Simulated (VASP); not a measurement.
Input of a VASP 6.6.1 run:

File INCAR:

```
  PREC = Accurate
  ENCUT = 600
  EDIFF = 1E-7
  ISMEAR = -1
  SIGMA = 0.05
  LREAL = False
  LASPH = True
  NELM = 80
  ALGO = Normal
  ISIF = 3
  LWAVE = False
  LCHARG = False
  GGA = PS
  IBRION = 2
  NSW = 80
  EDIFFG = -0.02
  PSTRESS = 100.0
```

KPOINTS

```
regular mesh
0
Gamma
  7 7 7
```

File POSCAR:

```
NaI
1.0
    0.0000000000      3.2364000000      3.2364000000
    3.2364000000      0.0000000000      3.2364000000
    3.2364000000      3.2364000000      0.0000000000
I Na
1 1
Direct
    0.5000000000      0.5000000000      0.5000000000
    0.0000000000      0.0000000000      0.0000000000
```

Potentials or basis: VASP PAW PBE potentials, release 64 (I, Na_pv).

Run with:

```bash
$ cat potpaw_PBE.64/I/POTCAR potpaw_PBE.64/Na_pv/POTCAR > POTCAR
$ mpirun -np 1 vasp_std > vasp.out
```

Question: What does it give for the relaxed volume?

Answer: 24.54 Å³/atom.

Question: What does it give for the band gap on the k mesh?

Answer: 4.63 eV.

Question: What does it give for the relaxed cell?

Answer: a = 4.110 Å, b = 4.110 Å, c = 4.110 Å, α = 60.00°, β = 60.00°, γ = 60.00°.

Question: Estimate the space group after relaxing (to 0.1 Å).

Answer: Fm-3m (No. 225).

Final structure:
```
CELL_PARAMETERS angstrom
0.00000 2.90614 2.90614
2.90614 0.00000 2.90614
2.90614 2.90614 0.00000
ATOMIC_POSITIONS crystal
I 0.50000 0.50000 0.50000
Na 0.00000 0.00000 0.00000
```

Caveat: the cell is relaxed towards a set pressure, so the run minimises the enthalpy, not the energy; the volume moved by over 15 % at a fixed basis, so the end points are rough; the PAW data sets were made with another functional, which shifts forces and pressure a little; spin-orbit coupling is left out, which moves the levels of the heavy elements; an odd mesh through Γ misses points on the zone boundary, where band edges can lie. A hybrid or GW would open this gap; PBEsol tends to underestimate it.
